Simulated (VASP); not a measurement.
# H2 in VASP: a series of runs

Runs on H2. Level: PBEsol. Tasks: single point, relaxation of the atoms.

All numbers are computed with VASP 6.6.1; they aren't measurements. Logs are shortened: lines on timing, memory, paths and dates and some standing lists are left out, and cuts for length are marked.

## 1. The cell of the first run

The cell holds a molecule in a box, 2 atoms: a = 9.000 Å, b = 9.500 Å, c = 10.000 Å, α = 90.00°, β = 90.00°, γ = 90.00°.

## 2. Single point, PBEsol

Contents of INCAR:

```
SYSTEM = H
  PREC = Accurate
  ENCUT = 520
  EDIFF = 1E-7
  ISMEAR = 0
  SIGMA = 0.05
  LREAL = .FALSE.
  LASPH = .TRUE.
  NELM = 60
  ALGO = Normal
  ISIF = 2
  LWAVE = .FALSE.
  LCHARG = .FALSE.
  GGA = PS
  NBANDS = 8
```

Contents of KPOINTS:

```
regular mesh
0
G
  1 1 1
  0 0 0
```

Contents of POSCAR:

```
H
1.0
    9.0000000000      0.0000000000      0.0000000000
    0.0000000000      9.5000000000      0.0000000000
    0.0000000000      0.0000000000     10.0000000000
H
2
Direct
    0.5000000000      0.5000000000      0.4620878284
    0.5000000000      0.5000000000      0.5379121716
```

Potentials or basis: VASP PAW PBE potentials, release 64 (H).

Launch:

```sh
> cat potpaw_PBE.64/H/POTCAR > POTCAR
> mpirun -np 1 vasp_gam > vasp.out
```

OUTCAR:

```text
SYSTEM = H
   PREC = Accurate
   ENCUT = 520
   EDIFF = 1E-7
   ISMEAR = 0
   LREAL = .FALSE.
   LASPH = .TRUE.
   NELM = 60
   ISIF = 2
   GGA = PS

 ion  position               nearest neighbor table
   1  0.500  0.500  0.462-   2 0.76
   2  0.500  0.500  0.538-   1 0.76

  LATTYP: Found a simple orthorhombic cell.
 ALAT       =     9.0000000000
 B/A-ratio  =     1.0555555556
 C/A-ratio  =     1.1111111111

  Lattice vectors:

 A1 = (   9.0000000000,   0.0000000000,   0.0000000000)
 A2 = (   0.0000000000,   9.5000000000,   0.0000000000)
 A3 = (   0.0000000000,   0.0000000000,  10.0000000000)

Analysis of symmetry for initial positions (statically):
=====================================================================
 Subroutine PRICEL returns:
 Original cell was already a primitive cell.

 Routine SETGRP: Setting up the symmetry group for a
 simple orthorhombic supercell.

 Subroutine GETGRP returns: Found  8 space group operations
 (whereof  8 operations were pure point group operations)
 out of a pool of  8 trial point group operations.

The static configuration has the point symmetry D_2h.

Analysis of symmetry for dynamics (positions and initial velocities):
=====================================================================
 Subroutine PRICEL returns:
 Original cell was already a primitive cell.

 Routine SETGRP: Setting up the symmetry group for a
 simple orthorhombic supercell.

 Subroutine GETGRP returns: Found  8 space group operations
 (whereof  8 operations were pure point group operations)
 out of a pool of  8 trial point group operations.

The dynamic configuration has the point symmetry D_2h.

 Subroutine INISYM returns: Found  8 space group operations
 (whereof  8 operations are pure point group operations),
 and found     1 'primitive' translations

----------------------------------------------------------------------------------------

                                     Primitive cell

  volume of cell :     855.0000

  direct lattice vectors                    reciprocal lattice vectors
     9.000000000  0.000000000  0.000000000     0.111111111  0.000000000  0.000000000
     0.000000000  9.500000000  0.000000000     0.000000000  0.105263158  0.000000000
     0.000000000  0.000000000 10.000000000     0.000000000  0.000000000  0.100000000

  length of vectors
     9.000000000  9.500000000 10.000000000     0.111111111  0.105263158  0.100000000

  position of ions in fractional coordinates (direct lattice)
     0.500000000  0.500000000  0.462087828
     0.500000000  0.500000000  0.537912172

  ion indices of the primitive-cell ions
   primitive index   ion index
                 1           1
                 2           2

----------------------------------------------------------------------------------------

 KPOINTS: regular mesh

Automatic generation of k-mesh.
 Grid dimensions read from file:
 generate k-points for:    1    1    1

 Generating k-lattice:

  Cartesian coordinates                     Fractional coordinates (reciprocal lattice)
     0.111111111  0.000000000  0.000000000     1.000000000  0.000000000  0.000000000
     0.000000000  0.105263158  0.000000000     0.000000000  1.000000000  0.000000000
     0.000000000  0.000000000  0.100000000     0.000000000  0.000000000  1.000000000

  Length of vectors
     0.111111111  0.105263158  0.100000000

  Shift w.r.t. Gamma in fractional coordinates (k-lattice)
     0.000000000  0.000000000  0.000000000

 Subroutine IBZKPT returns following result:
 ===========================================

 Found      1 irreducible k-points:

 Following reciprocal coordinates:
            Coordinates               Weight
  0.000000  0.000000  0.000000      1.000000
   k-points           NKPTS =      1   k-points in BZ     NKDIM =      1   number of bands    NBANDS=      8
   number of dos      NEDOS =    301   number of ions     NIONS =      2
   total plane-waves  NPLWV = 403200
   dimension x,y,z NGX =    70 NGY =   72 NGZ =   80
   dimension x,y,z NGXF=   140 NGYF=  144 NGZF=  160
   ions per type =               2
   NGX,Y,Z   is equivalent  to a cutoff of  12.93, 12.60, 13.30 a.u.
   NGXF,Y,Z  is equivalent  to a cutoff of  25.86, 25.20, 26.60 a.u.
 SYSTEM =  H
   PREC   = accura    normal or accurate (medium, high low for compatibility)
   ISTART =      0    job   : 0-new  1-cont  2-samecut
   ICHARG =      2    charge: 1-file 2-atom 10-const
   ISPIN  =      1    spin polarized calculation?
   LNONCOLLINEAR =      F non collinear calculations
   LSORBIT =      F    spin-orbit coupling
   LASPH  =      T    aspherical Exc in radial PAW
   ENCUT  =  520.0 eV  38.22 Ry    6.18 a.u.  16.73 17.66 18.59*2*pi/ulx,y,z
   NELM   =     60;   NELMIN=  2; NELMDL= -5     # of ELM steps
   EDIFF  = 0.1E-06   stopping-criterion for ELM
   LREAL  =      F    real-space projection
   EDIFFG = 0.1E-05   stopping-criterion for IOM
   NSW    =      0    number of steps for IOM
   IBRION =     -1    ionic relax: 0-MD 1-quasi-New 2-CG
   NFREE  =      0    steps in history (QN), initial steepest desc. (CG)
   ISIF   =      2    stress and relaxation
   ISYM   =      2    0-nonsym 1-usesym 2-fastsym
   POTIM  = 0.5000    time-step for ionic-motion
   TEBEG  =    0.0;   TEEND  =   0.0 temperature during run
   PSTRESS=    0.0 pullay stress
   NELECT =       2.0000    total number of electrons
   NUPDOWN=      -1.0000    fix difference up-down
   EMIN   =  10.00;   EMAX   =-10.00  energy-range for DOS
   EFERMI =   0.00;   METHOD = LEGACY
   ISMEAR =     0;   SIGMA  =   0.05  broadening in eV -4-tet -1-fermi 0-gaus
   EFERMI_NEDOS =   21; number of points for ismear=-14 and -15
   IALGO  =     38    algorithm
   IMIX   =      4    mixing-type and parameters
     AMIX     =   0.40;   BMIX     =  1.00
     AMIX_MAG =   1.60;   BMIX_MAG =  1.00
  volume/ion in A,a.u.               =     427.50      2884.91
  Fermi-wavevector in a.u.,A,eV,Ry     =   0.217318  0.410672  0.642565  0.047227
  Thomas-Fermi vector in A             =   0.994036
   LORBIT       =      0    0 simple, 1 ext, 2 COOP (PROOUT), +10 PAW based schemes
   GGA     = PS    functional components
   LHFCALC =     F    Hartree Fock is set to
   AEXX    =    0.0000 exact exchange contribution
   IVDW    =     0    specifies the selected vdW correction
   LEPSILON=     F    determine dielectric tensor
   LRPA    =     F    only Hartree local field effects (RPA)
 non-spin polarized calculation
 Gauss-broadening in eV      SIGMA  =   0.05
  energy-cutoff  :      520.00
  volume of cell :      855.00
 maximum number of plane-waves:     11510
 NGX is ok and might be reduce to    70
   NGX = 33   NGY = 35   NGZ = 37

 number of electron       2.0000001 magnetization

 Free energy of the ion-electron system (eV)
  ---------------------------------------------------
  ext. energy  EPLUGINS =         0.00000000
  ---------------------------------------------------
  free energy    TOTEN  =        -6.51345517 eV

  energy without entropy =       -6.51345517  energy(sigma->0) =       -6.51345517

 E-fermi :  -9.8711     XC(G=0):  -0.4248

 val. band max:      -10.1051164973   @ k =   0.0000   0.0000   0.0000
 cond. band min:      -0.1664286727   @ k =   0.0000   0.0000   0.0000
 fundamental gap:      9.9386878246
 Fermi energy:        -9.8711046091

 k-point     1 :       0.0000    0.0000    0.0000
  band No.  band energies     occupation
      1     -10.1051      2.00000
      2      -0.1664      0.00000
      3       0.4238      0.00000
      4       1.0738      0.00000
      5       1.2074      0.00000
      6       1.3755      0.00000
      7       1.5356      0.00000
      8       1.7249      0.00000

------------------------ aborting loop because EDIFF is reached ----------------------------------------

  FORCE on cell =-STRESS in cart. coord.  units (eV):
  Direction    XX          YY          ZZ          XY          YZ          ZX
  --------------------------------------------------------------------------------------
  -------------------------------------------------------------------------------------
  Total       -0.0257313     -0.0250018     -0.0280078     -0.0000000      0.0000000      0.0000000
  in kB       -0.0482177     -0.0468507     -0.0524836     -0.0000000      0.0000000      0.0000000
  external PRESSURE =      -0.0491840 kB  Pullay stress =       0.0000000 kB

 VOLUME and BASIS-vectors are now :
 -----------------------------------------------------------------------------
  energy-cutoff  :      520.00
  volume of cell :      855.00
      direct lattice vectors                 reciprocal lattice vectors
     9.000000000  0.000000000  0.000000000     0.111111111  0.000000000  0.000000000
     0.000000000  9.500000000  0.000000000     0.000000000  0.105263158  0.000000000
     0.000000000  0.000000000 10.000000000     0.000000000  0.000000000  0.100000000

 POSITION                                       TOTAL-FORCE (eV/Angst)
 -----------------------------------------------------------------------------------
      4.50000      4.75000      4.62088         0.000000      0.000000     -0.004130
      4.50000      4.75000      5.37912         0.000000      0.000000      0.004130
 -----------------------------------------------------------------------------------
    total drift:                                0.000000      0.000000      0.000000

  FREE ENERGIE OF THE ION-ELECTRON SYSTEM (eV)
  ---------------------------------------------------
  free  energy   TOTEN  =        -6.5134551665 eV

  energy  without entropy=       -6.5134551665  energy(sigma->0) =       -6.51345517
```

Wall time 24 s (1 thread of Intel Xeon 6975P-C (Granite Rapids), shared host); peak memory 0.65 GiB.

Results:

| Item | Value |
| --- | --- |
| Free energy | -6.5135 eV |
| Largest force | 0.004 eV/Å |
| Gap between the frontier levels | 9.94 eV |

Forces in eV/Å, atoms in the order of the input:
```
H    0.000  0.000 -0.004
H    0.000  0.000  0.004
```

Caveat: the PAW data sets were made with another functional, which shifts forces and pressure a little.

## 3. Relaxation of the atoms, PBEsol

Contents of INCAR:

```
ALGO     = Normal         # electronic algorithm
EDIFF    = 1E-7           # SCF threshold, eV
EDIFFG   = -0.01          # ionic threshold
ENCUT    = 520            # plane-wave cutoff, eV
GGA      = PS             # functional
IBRION   = 2              # ionic algorithm
ISIF     = 2              # what is computed and relaxed
ISMEAR   = 0              # smearing method
LASPH    = True           # aspherical terms in the spheres
LCHARG   = False          # write CHGCAR
LREAL    = False          # projectors in reciprocal space
LWAVE    = False          # write WAVECAR
NELM     = 60             # most SCF steps
NSW      = 60             # ionic steps
PREC     = Accurate       # precision mode
SIGMA    = 0.05           # smearing width, eV
```

Contents of KPOINTS:

```
k-points
0
Gamma
  1 1 1
```

Contents of POSCAR:

```
H
1.0
    9.0000000000      0.0000000000      0.0000000000
    0.0000000000      9.5000000000      0.0000000000
    0.0000000000      0.0000000000     10.0000000000
H
2
Direct
    0.5000000000      0.5000000000      0.4625000000
    0.5000000000      0.5000000000      0.5375000000
```

Potentials or basis: VASP PAW PBE potentials, release 64 (H).

Launch:

```sh
> cat potpaw_PBE.64/H/POTCAR > POTCAR
> mpirun -np 1 vasp_gam > vasp.out
```

Run time: 50 s. Hardware: 1 thread of Intel Xeon 6975P-C (Granite Rapids), shared host; peak memory 0.75 GiB.

Results (log left out):

```
Free energy                     : -6.5135 eV
Energy gained by relaxing       : 0.6 meV/atom
Ionic steps                     : 3
Gap between the frontier levels : 9.94 eV
```

The path:
| step | energy change (eV) | largest force (eV/Å) | pressure (GPa) |
| --- | --- | --- | --- |
| 1 | 0.0000 | 0.2862 | 0.01 |
| 2 | 0.0047 | 0.6031 | -0.03 |
| 3 | -0.0012 | 0.0002 | -0.01 |

Final structure:
```
CELL_PARAMETERS angstrom
9.00000 0.00000 0.00000
0.00000 9.50000 0.00000
0.00000 0.00000 10.00000
ATOMIC_POSITIONS crystal
H 0.50000 0.50000 0.46208
H 0.50000 0.50000 0.53792
```

Levels at points of the mesh, in eV from the valence-band top:
| k point | band 1 | band 2 | band 3 | band 4 | band 5 |
| --- | --- | --- | --- | --- | --- |
| (0.00, 0.00, 0.00) | 0.00 | 9.94 | 10.53 | 11.18 | 11.31 |

Caveat: the PAW data sets were made with another functional, which shifts forces and pressure a little.
